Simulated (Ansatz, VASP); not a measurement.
**Sn: VASP beside Ansatz**

Contents of INCAR:

```
SYSTEM = Sn
PREC = Accurate
ENCUT = 600
EDIFF = 1E-6
ISMEAR = 0
SIGMA = 0.05
LREAL = .FALSE.
LASPH = .TRUE.
NELM = 80
ALGO = Normal
ISIF = 3
LWAVE = .FALSE.
LCHARG = .FALSE.
IBRION = 2
NSW = 80
EDIFFG = -0.01
```

KPOINTS

```
regular mesh
0
G
  16 16 16
  0 0 0
```

File POSCAR:

```
Sn
1.0
   -2.9159000000      2.9159000000      1.5909500000
    2.9159000000     -2.9159000000      1.5909500000
    2.9159000000      2.9159000000     -1.5909500000
Sn
2
Direct
    0.7500000000      0.2500000000      0.5000000000
    0.0000000000      0.0000000000      0.0000000000
```

Input for Ansatz:

```yaml
crystal:
  lattice:
    - [-2.9159, 2.9159, 1.59095]
    - [2.9159, -2.9159, 1.59095]
    - [2.9159, 2.9159, -1.59095]
  atoms:
    - { symbol: Sn, position: [0.75, 0.25, 0.5] }
    - { symbol: Sn, position: [0.0, 0.0, 0.0] }
basis:
  ecutwfc: 420
  ecutrho_ratio: 4
kpoints:
  mp_grid: { grid: [16, 16, 16] }
hamiltonian:
  xc: lda
scf:
  occupations: { method: gaussian, width: 0.05 }
output:
  forces: true
  stress: true
  eigenvalues: true
relax:
  f_tol: 0.01
  max_steps: 60
  cell: { stress_tol: 0.15 }
```

Alike in both runs: task relaxation of cell and atoms; functional LDA; k mesh 16 × 16 × 16; occupations gaussian, width 0.05 eV; no spin polarisation.

```csv
,VASP,Ansatz
version,VASP 6.6.1,Ansatz 0.2.0
potentials or method,"VASP PAW LDA potentials, release 64 (Sn_d), cutoff 600 eV","scalar-relativistic, plane waves, PAW"
valence electrons in the cell,28,28
```

Ansatz gave:

* relaxed volume (Å³/atom): 26.16
* relaxed length of the cell vector where the two differ most in proportion (Å): 4.380

Q: Estimate VASP's values.

A: Relaxed volume (Å³/atom): 26.18; relaxed length of the cell vector where the two differ most in proportion (Å): 4.382.

LDA's correlation is that of Perdew and Zunger in VASP and of Perdew and Wang (1992) in Ansatz.
